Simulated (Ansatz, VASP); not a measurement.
CoSn in VASP and in Ansatz

```
Co Sn
1.0
     5.36683    0.00000    0.00000
    -2.68341    4.64781    0.00000
     0.00000    0.00000    3.94308
Co Sn
3 3
Direct
  0.00000 0.50000 0.00000
  0.50000 0.50000 0.00000
  0.50000 0.00000 0.00000
  0.66667 0.33333 0.50000
  0.33333 0.66667 0.50000
  0.00000 0.00000 0.00000
```

Alike in both runs: task single point; functional PBEsol; k mesh 12 × 12 × 12; occupations gaussian, width 0.15 eV; no spin polarisation.

```csv
,VASP,Ansatz
version,VASP 6.6.1,Ansatz 0.2.0
potentials or method,"VASP PAW PBE potentials, release 64 (Co, Sn_d), cutoff 520 eV","scalar-relativistic, plane waves, PAW"
valence electrons in the cell,69,93
```

VASP gave:

```
gap on the k mesh at the Fermi level (eV)                     : none
pressure (GPa)                                                : 1.0
traceless stress, the component that is largest in VASP (GPa) : 11.45
```

Problem. Estimate Ansatz's values.

Solution. gap on the k mesh at the Fermi level (eV): none; pressure (GPa): 1.1; traceless stress, the component that is largest in VASP (GPa): 11.56.

VASP's potentials were made for PBE, not for PBEsol. A gap of «none» marks a metal or a gap that the smearing closes. VASP's potentials hold 69 valence electrons a cell and Ansatz's 93, so a difference there can come from the potentials and not from the codes.
